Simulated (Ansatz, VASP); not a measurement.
**One calculation of ZnSe, two programs**

POSCAR

```
ZnSe
1.0
    0.0000000000      2.8340000000      2.8340000000
    2.8340000000      0.0000000000      2.8340000000
    2.8340000000      2.8340000000      0.0000000000
Zn Se
1 1
Direct
    0.0000000000      0.0000000000      0.0000000000
    0.2500000000      0.2500000000      0.2500000000
```

Contents of INCAR.step1:

```
SYSTEM = ZnSe
PREC     = Accurate       ! precision mode
ENCUT    = 550            ! plane-wave cutoff, eV
ISMEAR   = 0              ! smearing method
SIGMA    = 0.1            ! smearing width, eV
LREAL    = .False.        ! projectors in reciprocal space
LASPH    = .True.         ! aspherical terms in the spheres
NELM     = 120            ! most SCF steps
NBANDS   = 16             ! bands
GGA      = PE             ! functional
ALGO     = Normal         ! electronic algorithm
EDIFF    = 1E-5           ! SCF threshold, eV
LWAVE    = .True.         ! write WAVECAR
LCHARG   = .False.        ! write CHGCAR
GGA_COMPAT= .False.
```

File INCAR.step2:

```
SYSTEM = ZnSe
PREC     = Accurate       ! precision mode
ENCUT    = 550            ! plane-wave cutoff, eV
EDIFF    = 1E-6           ! SCF threshold, eV
ISMEAR   = 0              ! smearing method
SIGMA    = 0.1            ! smearing width, eV
LREAL    = .False.        ! projectors in reciprocal space
LASPH    = .True.         ! aspherical terms in the spheres
NELM     = 120            ! most SCF steps
ALGO     = Normal         ! electronic algorithm
ISIF     = 2              ! what is computed and relaxed
LWAVE    = .False.        ! write WAVECAR
LCHARG   = .False.        ! write CHGCAR
METAGGA  = R2SCAN         ! meta-GGA
LMIXTAU  = .True.       
NBANDS   = 16             ! bands
ISTART   = 1            
GGA_COMPAT= .False.
```

The input KPOINTS:

```
Automatic mesh
0
Gamma
  6 6 6
  0 0 0
```

Input for Ansatz:

```yaml
crystal:
  lattice:
    - [0.0, 2.834, 2.834]
    - [2.834, 0.0, 2.834]
    - [2.834, 2.834, 0.0]
  atoms:
    - { symbol: Zn, position: [0.0, 0.0, 0.0] }
    - { symbol: Se, position: [0.25, 0.25, 0.25] }
basis:
  ecutwfc: 500
kpoints:
  mp_grid: { grid: [6, 6, 6] }
hamiltonian:
  xc: r2scan
  pseudopotentials: { kind: paw, azcp: { folder: soft_1 } }
scf:
  occupations: { method: gaussian, width: 0.1 }
output:
  forces: true
  stress: true
  eigenvalues: true
```

Alike in both runs: task single point; functional r2SCAN; k mesh 6 × 6 × 6; occupations gaussian, width 0.1 eV; no spin polarisation.

|  | VASP | Ansatz |
| --- | --- | --- |
| version | VASP 6.6.1 | Ansatz 0.2.0 |
| potentials or method | VASP PAW PBE potentials, release 64 (Zn, Se), cutoff 550 eV | scalar-relativistic, plane waves, PAW |
| valence electrons in the cell | 18 | 28 |

Ansatz gave:

```
gap on the k mesh at the Fermi level (eV) : 1.86
least direct gap on the mesh (eV)         : 1.86
pressure (GPa)                            : 0.0
```

**Question.** Estimate VASP's values.

**Answer.** gap on the k mesh at the Fermi level (eV): 1.87; least direct gap on the mesh (eV): 1.87; pressure (GPa): 0.0.

VASP's potentials were made for PBE, not for r2SCAN. With one functional, cell and mesh, what is left measures potentials, basis and numerics. VASP's potentials hold 18 valence electrons a cell and Ansatz's 28, so a difference there can come from the potentials and not from the codes.
